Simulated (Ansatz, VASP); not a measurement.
# Two plane-wave programs on ZnO

Contents of INCAR:

```
PREC = Accurate
ENCUT = 1340
EDIFF = 1E-6
ISMEAR = -1
SIGMA = 0.02
LREAL = F
LASPH = T
NELM = 120
ALGO = Normal
ISIF = 2
LWAVE = F
LCHARG = F
GGA = PE
NBANDS = 16
GGA_COMPAT = F
```

File KPOINTS:

```
regular mesh
0
Gamma
  10 10 10
```

File POSCAR:

```
ZnO
1.0
    0.0000000000      2.1115791842      2.1337703963
    2.1115791842      0.0000000000      2.1337703963
    2.1115791842      2.1115791842      0.0000000000
Zn O
1 1
Direct
    0.0000000000      0.0000000000      0.0000000000
    0.5000000000      0.5000000000      0.5000000000
```

Input for Ansatz:

```yaml
crystal:
  lattice:
    - [0.0, 2.1115791842, 2.1337703963]
    - [2.1115791842, 0.0, 2.1337703963]
    - [2.1115791842, 2.1115791842, 0.0]
  atoms:
    - { symbol: Zn, position: [0.0, 0.0, 0.0] }
    - { symbol: O, position: [0.5, 0.5, 0.5] }
kpoints:
  mp_grid: { grid: [10, 10, 10] }
  band_path:
    path:
      - [0.0, 0.0, 0.0]
      - [0.5, 0.0, 0.5]
      - [0.625, 0.25, 0.625]
      - [0.375, 0.375, 0.75]
      - [0.5, 0.5, 0.5]
      - [0.5, 0.25, 0.75]
      - [0.0, 0.0, 0.5]
    npoints: 1
hamiltonian:
  xc: pbe
scf:
  occupations: { method: fermi_dirac, width: 0.02 }
  n_extra_bands: 4
output:
  forces: true
  stress: true
  eigenvalues: true
  write_density: true
  write_potential: true
  elf: true
  volumetric_format: npy
```

Change from the starting cell: biaxial_xy strain -1.0%.

Alike in both runs: task single point; functional PBE; k mesh 10 × 10 × 10; occupations fermi-dirac, width 0.02 eV; no spin polarisation.

|  | VASP | Ansatz |
| --- | --- | --- |
| version | VASP 6.6.1 | Ansatz 0.2.0 |
| potentials or method | VASP PAW PBE potentials, release 64 (Zn, O_h) | plane waves, PAW |
| plane-wave cutoff (eV) | 1340 | 420 |
| valence electrons in the cell | 18 | 18 |

VASP gave:

* gap on the k mesh at the Fermi level (eV): 0.98
* pressure (GPa): 13.6
* traceless stress, the component that is largest in VASP (GPa): -1.04

Task: Estimate Ansatz's values.

Result: gap on the k mesh at the Fermi level (eV): 1.02; pressure (GPa): 12.4; traceless stress, the component that is largest in VASP (GPa): -0.96.
